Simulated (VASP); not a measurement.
Input of a VASP 6.6.1 run:

Contents of INCAR:

```
ALGO = Fast ; EDIFF = 1E-7
ENCUT = 520 ; GGA = PS
ISIF = 2 ; ISMEAR = 0
LASPH = True ; LCHARG = False
LREAL = False ; LWAVE = False
NBANDS = 49 ; NELM = 80
PREC = Accurate ; SIGMA = 0.1
```

KPOINTS

```
k-points
0
Gamma
  8 6 6
```

File POSCAR:

```
Ta2Si
1.0
    0.0000000000      0.0000000000     -5.4977309400
   -4.9316454737     -2.8472868418      0.0000000000
    0.0000000000      5.6945736836      0.0000000000
Ta Si
6 3
Direct
    0.6903077306      0.6666666667      0.6666666667
    0.6903077306      1.0000000000      0.3333333333
    0.6903077306      0.3333333333      1.0000000000
    0.3096922694      0.3333333333      0.3333333333
    0.3096922694      0.6666666667      1.0000000000
    0.3096922694      1.0000000000      0.6666666667
    1.0000000000      0.6666666667      0.3333333333
    1.0000000000      1.0000000000      0.0000000000
    1.0000000000      0.3333333333      0.6666666667
```

Potentials or basis: VASP PAW PBE potentials, release 64 (Ta_pv, Si).

The run is started by

```console
$ cat potpaw_PBE.64/Ta_pv/POTCAR potpaw_PBE.64/Si/POTCAR > POTCAR
$ mpirun -np 1 vasp_std > vasp.out
```

Question: What does it give for the pressure?

Answer: 0.3 GPa.

Question: Estimate the largest force.

Answer: 0.033 eV/Å.

Question: Estimate the band gap on the k mesh.

Answer: Zero (bands 39 and 40 overlap by 1.03 eV).

Forces on the atoms (eV/Å):
```
Ta   0.000  0.000  0.033
Ta   0.000  0.000  0.033
Ta   0.000  0.000  0.033
Ta   0.000  0.000 -0.033
Ta   0.000  0.000 -0.033
Ta   0.000  0.000 -0.033
Si   0.000  0.000  0.000
Si   0.000  0.000  0.000
Si   0.000  0.000  0.000
```

Caveat: the PAW data sets were made with another functional, which shifts forces and pressure a little; spin-orbit coupling is left out, which moves the levels of the heavy elements.
